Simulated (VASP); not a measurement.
# PPt (P6_3mc) in VASP: notebook

The runs below take PPt through single point, with PBEsol.

Everything below comes from runs of VASP 6.6.1. Logs are shortened: lines on timing, memory, paths and dates and some standing lists are left out, and cuts for length are marked.

## Step 1: The cell of the first run

The structure is hexagonal, space group P6_3mc (No. 186). Conventional cell: a = 3.586 Å, b = 3.586 Å, c = 6.617 Å, α = 90.00°, β = 90.00°, γ = 120.00°. Within 3.0 Å of Pt (site symmetry 3m) lie 4 P at 2.29 to 2.34 Å. P (site symmetry 3m) has 4 Pt at 2.29 to 2.34 Å within 3.0 Å.

## Step 2: Single point, PBEsol

INCAR

```
SYSTEM = PPt
PREC = Accurate
ENCUT = 520
EDIFF = 1E-6
ISMEAR = -5
SIGMA = 0.1
LREAL = .False.
LASPH = .True.
NELM = 100
ALGO = Normal
ISIF = 2
LWAVE = .False.
LCHARG = .False.
GGA = PS
NBANDS = 23
```

KPOINTS

```
regular mesh
0
Gamma
  10 10 6
  0 0 0
```

POSCAR

```
PPt
1.0
    3.5855600992      0.0000000000      0.0000000000
   -1.7927800496      3.1051861327      0.0000000000
    0.0000000000      0.0000000000      6.6172196563
Pt P
2 2
Direct
    0.6666666667      0.3333333333     -0.0105000274
    0.3333333333      0.6666666667      0.4894999726
    0.6666666667      0.3333333333      0.6357000274
    0.3333333333      0.6666666667      0.1357000274
```

Potentials or basis: VASP PAW PBE potentials, release 64 (Pt, P).

Run with:

```
> cat potpaw_PBE.64/Pt/POTCAR potpaw_PBE.64/P/POTCAR > POTCAR
> mpirun -np 1 vasp_std > vasp.out
```

OUTCAR:

```text
SYSTEM = PPt
   PREC = Accurate
   ENCUT = 520
   EDIFF = 1E-6
   ISMEAR = -5
   LREAL = .False.
   LASPH = .True.
   NELM = 100
   ISIF = 2
   GGA = PS

 ion  position               nearest neighbor table
   1  0.667  0.333  0.989-   4 2.29   4 2.29   4 2.29   3 2.34
   2  0.333  0.667  0.489-   3 2.29   3 2.29   3 2.29   4 2.34
   3  0.667  0.333  0.636-   2 2.29   2 2.29   2 2.29   1 2.34
   4  0.333  0.667  0.136-   1 2.29   1 2.29   1 2.29   2 2.34

  LATTYP: Found a hexagonal cell.
 ALAT       =     3.5855600992
 C/A-ratio  =     1.8455191025

  Lattice vectors:

 A1 = (   3.5855600992,   0.0000000000,   0.0000000000)
 A2 = (  -1.7927800496,   3.1051861327,   0.0000000000)
 A3 = (   0.0000000000,   0.0000000000,   6.6172196563)

Analysis of symmetry for initial positions (statically):
=====================================================================
 Subroutine PRICEL returns:
 Original cell was already a primitive cell.

 Routine SETGRP: Setting up the symmetry group for a
 hexagonal supercell.

 Subroutine GETGRP returns: Found 12 space group operations
 (whereof  6 operations were pure point group operations)
 out of a pool of 24 trial point group operations.

The static configuration has the point symmetry C_3v.
 The point group associated with its full space group is C_6v.

Analysis of symmetry for dynamics (positions and initial velocities):
=====================================================================
 Subroutine PRICEL returns:
 Original cell was already a primitive cell.

 Routine SETGRP: Setting up the symmetry group for a
 hexagonal supercell.

 Subroutine GETGRP returns: Found 12 space group operations
 (whereof  6 operations were pure point group operations)
 out of a pool of 24 trial point group operations.

The dynamic configuration has the point symmetry C_3v.
 The point group associated with its full space group is C_6v.

 Subroutine INISYM returns: Found 12 space group operations
 (whereof  6 operations are pure point group operations),
 and found     1 'primitive' translations

----------------------------------------------------------------------------------------

                                     Primitive cell

  volume of cell :      73.6750

  direct lattice vectors                    reciprocal lattice vectors
     3.585560099  0.000000000  0.000000000     0.278896455  0.161020943  0.000000000
    -1.792780050  3.105186133  0.000000000     0.000000000  0.322041886  0.000000000
     0.000000000  0.000000000  6.617219656     0.000000000  0.000000000  0.151120871

  length of vectors
     3.585560099  3.585560099  6.617219656     0.322041886  0.322041886  0.151120871

  position of ions in fractional coordinates (direct lattice)
     0.666666667  0.333333333  0.989499973
     0.333333333  0.666666667  0.489499973
     0.666666667  0.333333333  0.635700027
     0.333333333  0.666666667  0.135700027

  ion indices of the primitive-cell ions
   primitive index   ion index
                 1           1
                 2           2
                 3           3
                 4           4

----------------------------------------------------------------------------------------

 KPOINTS: regular mesh

Automatic generation of k-mesh.
 Grid dimensions read from file:
 generate k-points for:   10   10    6

 Generating k-lattice:

  Cartesian coordinates                     Fractional coordinates (reciprocal lattice)
     0.027889645  0.016102094  0.000000000     0.100000000  0.000000000  0.000000000
     0.000000000  0.032204189  0.000000000     0.000000000  0.100000000  0.000000000
     0.000000000  0.000000000  0.025186812     0.000000000  0.000000000  0.166666667

  Length of vectors
     0.032204189  0.032204189  0.025186812

  Shift w.r.t. Gamma in fractional coordinates (k-lattice)
     0.000000000  0.000000000  0.000000000

 TETIRR: Found    630 inequivalent tetrahedra from     3600

 Subroutine IBZKPT returns following result:
 ===========================================

 Found     56 irreducible k-points:

 Following reciprocal coordinates:
            Coordinates               Weight
  0.000000  0.000000  0.000000      1.000000
  0.100000  0.000000  0.000000      6.000000
  0.200000  0.000000  0.000000      6.000000
  0.300000  0.000000  0.000000      6.000000
  0.400000  0.000000  0.000000      6.000000
  0.500000  0.000000  0.000000      3.000000
[... 16 lines left out ...]
  0.300000  0.100000  0.166667     24.000000
  0.400000  0.100000  0.166667     24.000000
 [... further k-points ...]
   k-points           NKPTS =     56   k-points in BZ     NKDIM =     56   number of bands    NBANDS=     23
   number of dos      NEDOS =    301   number of ions     NIONS =      4
   total plane-waves  NPLWV =  39200
   dimension x,y,z NGX =    28 NGY =   28 NGZ =   50
   dimension x,y,z NGXF=    56 NGYF=   56 NGZF=  100
   ions per type =               2   2
   NGX,Y,Z   is equivalent  to a cutoff of  12.98, 12.98, 12.56 a.u.
   NGXF,Y,Z  is equivalent  to a cutoff of  25.96, 25.96, 25.12 a.u.
 SYSTEM =  PPt
   PREC   = accura    normal or accurate (medium, high low for compatibility)
   ISTART =      0    job   : 0-new  1-cont  2-samecut
   ICHARG =      2    charge: 1-file 2-atom 10-const
   ISPIN  =      1    spin polarized calculation?
   LNONCOLLINEAR =      F non collinear calculations
   LSORBIT =      F    spin-orbit coupling
   LASPH  =      T    aspherical Exc in radial PAW
   ENCUT  =  520.0 eV  38.22 Ry    6.18 a.u.   6.67  6.67 12.30*2*pi/ulx,y,z
   NELM   =    100;   NELMIN=  2; NELMDL= -5     # of ELM steps
   EDIFF  = 0.1E-05   stopping-criterion for ELM
   LREAL  =      F    real-space projection
   EDIFFG = 0.1E-04   stopping-criterion for IOM
   NSW    =      0    number of steps for IOM
   IBRION =     -1    ionic relax: 0-MD 1-quasi-New 2-CG
   NFREE  =      0    steps in history (QN), initial steepest desc. (CG)
   ISIF   =      2    stress and relaxation
   ISYM   =      2    0-nonsym 1-usesym 2-fastsym
   POTIM  = 0.5000    time-step for ionic-motion
   TEBEG  =    0.0;   TEEND  =   0.0 temperature during run
   PSTRESS=    0.0 pullay stress
   NELECT =      30.0000    total number of electrons
   NUPDOWN=      -1.0000    fix difference up-down
   EMIN   =  10.00;   EMAX   =-10.00  energy-range for DOS
   EFERMI =   0.00;   METHOD = LEGACY
   ISMEAR =    -5;   SIGMA  =   0.10  broadening in eV -4-tet -1-fermi 0-gaus
   EFERMI_NEDOS =   21; number of points for ismear=-14 and -15
   IALGO  =     38    algorithm
   IMIX   =      4    mixing-type and parameters
     AMIX     =   0.40;   BMIX     =  1.00
     AMIX_MAG =   1.60;   BMIX_MAG =  1.00
  volume/ion in A,a.u.               =      18.42       124.30
  Fermi-wavevector in a.u.,A,eV,Ry     =   1.213413  2.293017 20.032813  1.472370
  Thomas-Fermi vector in A             =   2.348866
   LORBIT       =      0    0 simple, 1 ext, 2 COOP (PROOUT), +10 PAW based schemes
   GGA     = PS    functional components
   LHFCALC =     F    Hartree Fock is set to
   AEXX    =    0.0000 exact exchange contribution
   IVDW    =     0    specifies the selected vdW correction
   LEPSILON=     F    determine dielectric tensor
   LRPA    =     F    only Hartree local field effects (RPA)
 non-spin polarized calculation
 Fermi weights with tetrahedron method with Bloechl corrections
  energy-cutoff  :      520.00
  volume of cell :       73.68
 maximum number of plane-waves:      2010
 NGX is ok and might be reduce to    28
   NGX = 13   NGY = 13   NGZ = 25

 number of electron      30.0000004 magnetization

 Free energy of the ion-electron system (eV)
  ---------------------------------------------------
  ext. energy  EPLUGINS =         0.00000000
  ---------------------------------------------------
  free energy    TOTEN  =       -26.69491403 eV

  energy without entropy =      -26.69491403  energy(sigma->0) =      -26.69491403

 E-fermi :   7.5772     XC(G=0): -11.1249

 val. band max:        7.5272999679   @ k =   0.4000   0.1000   0.3333
 cond. band min:       7.4444242186   @ k =   0.4000   0.2000   0.0000
 fundamental gap:     -0.0828757493
 Fermi energy:         7.5772157645

 k-point     1 :       0.0000    0.0000    0.0000
  band No.  band energies     occupation
      1      -5.7169      2.00000
      2      -4.4135      2.00000
      3       0.9283      2.00000
      4       1.1005      2.00000
      5       1.5875      2.00000
      6       1.5875      2.00000
[... 15 lines left out ...]
     22      15.3949      0.00000
     23      15.3949      0.00000

 k-point     2 :       0.1000    0.0000    0.0000
  band No.  band energies     occupation
      1      -5.5989      2.00000
      2      -4.3344      2.00000
      3       1.0097      2.00000
      4       1.1679      2.00000
      5       1.4959      2.00000
      6       1.6348      2.00000
[... 15 lines left out ...]
     22      14.7334      0.00000
     23      15.4824      0.00000

 k-point     3 :       0.2000    0.0000    0.0000
  band No.  band energies     occupation
      1      -5.2684      2.00000
      2      -4.1274      2.00000
      3       1.0390      2.00000
      4       1.3539      2.00000
      5       1.4519      2.00000
      6       1.7345      2.00000
[... 15 lines left out ...]
     22      14.6182      0.00000
     23      15.6254      0.00000
[... 495 lines left out ...]
 k-point    23 :       0.3000    0.1000    0.1667
  band No.  band energies     occupation
      1      -4.4547      2.00000
      2      -3.8029      2.00000
      3       0.7970      2.00000
      4       1.1307      2.00000
      5       1.7323      2.00000
      6       1.8983      2.00000
[... 15 lines left out ...]
     22      15.1476      0.00000
     23      15.6256      0.00000

 k-point    24 :       0.4000    0.1000    0.1667
  band No.  band energies     occupation
      1      -4.1139      2.00000
      2      -3.6824      2.00000
      3       0.7896      2.00000
      4       0.9498      2.00000
      5       1.7296      2.00000
      6       1.9802      2.00000
[... 15 lines left out ...]
     22      15.1561      0.00000
     23      15.4988      0.00000

 [... further k-points ...]

------------------------ aborting loop because EDIFF is reached ----------------------------------------

  FORCE on cell =-STRESS in cart. coord.  units (eV):
  Direction    XX          YY          ZZ          XY          YZ          ZX
  --------------------------------------------------------------------------------------
  -------------------------------------------------------------------------------------
  Total        0.1334951      0.1334951     -0.0177896      0.0000000     -0.0000000      0.0000000
  in kB        2.9030585      2.9030585     -0.3868628      0.0000000     -0.0000000      0.0000000
  external PRESSURE =       1.8064180 kB  Pullay stress =       0.0000000 kB

 VOLUME and BASIS-vectors are now :
 -----------------------------------------------------------------------------
  energy-cutoff  :      520.00
  volume of cell :       73.68
      direct lattice vectors                 reciprocal lattice vectors
     3.585560099  0.000000000  0.000000000     0.278896455  0.161020943  0.000000000
    -1.792780050  3.105186133  0.000000000     0.000000000  0.322041886  0.000000000
     0.000000000  0.000000000  6.617219656     0.000000000  0.000000000  0.151120871

 POSITION                                       TOTAL-FORCE (eV/Angst)
 -----------------------------------------------------------------------------------
      1.79278      1.03506      6.54774         0.000000     -0.000000     -0.060609
     -0.00000      2.07012      3.23913         0.000000      0.000000     -0.060609
      1.79278      1.03506      4.20657        -0.000000      0.000000      0.060609
     -0.00000      2.07012      0.89796         0.000000     -0.000000      0.060609
 -----------------------------------------------------------------------------------
    total drift:                                0.000000      0.000000     -0.002112

  FREE ENERGIE OF THE ION-ELECTRON SYSTEM (eV)
  ---------------------------------------------------
  free  energy   TOTEN  =       -26.6949140258 eV

  energy  without entropy=      -26.6949140258  energy(sigma->0) =      -26.69491403
```

Wall time 2.6 min (1 thread of Intel Xeon 8259CL, shared host); peak memory 0.24 GiB.

Results:

| Property | Result |
| --- | --- |
| Free energy | -26.6949 eV |
| Pressure | 0.2 GPa |
| Largest force | 0.061 eV/Å |
| Band gap on the k mesh | zero (bands 15 and 16 overlap by 3.91 eV) |

Forces on the atoms (eV/Å):
```
Pt   0.000  0.000 -0.061
Pt   0.000  0.000 -0.061
P    0.000  0.000  0.061
P    0.000  0.000  0.061
```

Levels at points of the mesh, in eV from the Fermi level:
```
           k point  band 11  band 12  band 13  band 14  band 15  band 16  band 17  band 18  band 19  band 20
(0.00, 0.00, 0.00)    -3.59    -3.58    -3.58     2.00     2.00     2.59     3.92     4.20     4.20     5.43
(0.50, 0.00, 0.00)    -3.09    -3.04    -2.59    -2.52    -1.95    -0.59     0.39     2.26     4.38     5.84
(0.00, 0.00, 0.50)    -3.78    -3.78    -0.96    -0.96     2.87     2.87     2.87     2.87     4.93     4.93
(0.50, 0.00, 0.50)    -3.21    -3.21    -2.91    -2.91    -0.33    -0.33     0.81     0.81     4.80     4.80
```

Caveat: the PAW data sets were made with another functional, which shifts forces and pressure a little; spin-orbit coupling is left out, which moves the levels of the heavy elements; tetrahedron occupations give inexact forces and stress in metals.

## Step 3: Single point, PBEsol

INCAR

```
  ALGO = Normal
  EDIFF = 1E-6
  ENCUT = 520
  GGA = PS
  ISIF = 2
  ISMEAR = -4
  LASPH = T
  LCHARG = T
  LELF = T
  LREAL = F
  LVHAR = T
  LWAVE = F
  NBANDS = 23
  NELM = 100
  PREC = Accurate
  SIGMA = 0.1
```

KPOINTS

```
k-points
0
Gamma
  10 10 6
```

POSCAR is that of step 2.

Potentials or basis: VASP PAW PBE potentials, release 64 (Pt, P).

Run with:

```
> cat potpaw_PBE.64/Pt/POTCAR potpaw_PBE.64/P/POTCAR > POTCAR
> mpirun -np 1 vasp_std > vasp.out
```

It took 2.7 min on 1 thread of Intel Xeon 8259CL, shared host; peak memory 0.24 GiB.

Results (log left out):

| Quantity | Value |
| --- | --- |
| Free energy | -26.5847 eV |
| Pressure | 0.5 GPa |
| Largest force | 0.098 eV/Å |
| Band gap on the k mesh | zero (bands 15 and 16 overlap by 3.91 eV) |

Forces in eV/Å, atoms in the order of the input:
```
Pt   0.000  0.000 -0.098
Pt   0.000  0.000 -0.098
P    0.000  0.000  0.098
P    0.000  0.000  0.098
```

Stress tensor (GPa, compression positive):
```
0.68 0.00 0.00
0.00 0.68 0.00
0.00 0.00 0.07
```

Levels at points of the mesh, in eV from the Fermi level:
```
           k point  band 11  band 12  band 13  band 14  band 15  band 16  band 17  band 18  band 19  band 20
(0.00, 0.00, 0.00)    -3.59    -3.58    -3.58     2.00     2.00     2.59     3.92     4.20     4.20     5.43
(0.50, 0.00, 0.00)    -3.10    -3.04    -2.60    -2.52    -1.95    -0.58     0.39     2.26     4.38     5.84
(0.00, 0.00, 0.50)    -3.78    -3.78    -0.96    -0.96     2.87     2.87     2.87     2.87     4.93     4.93
(0.50, 0.00, 0.50)    -3.21    -3.21    -2.91    -2.91    -0.33    -0.33     0.81     0.81     4.80     4.80
```

Caveat: the PAW data sets were made with another functional, which shifts forces and pressure a little; spin-orbit coupling is left out, which moves the levels of the heavy elements; tetrahedron occupations give inexact forces and stress in metals.
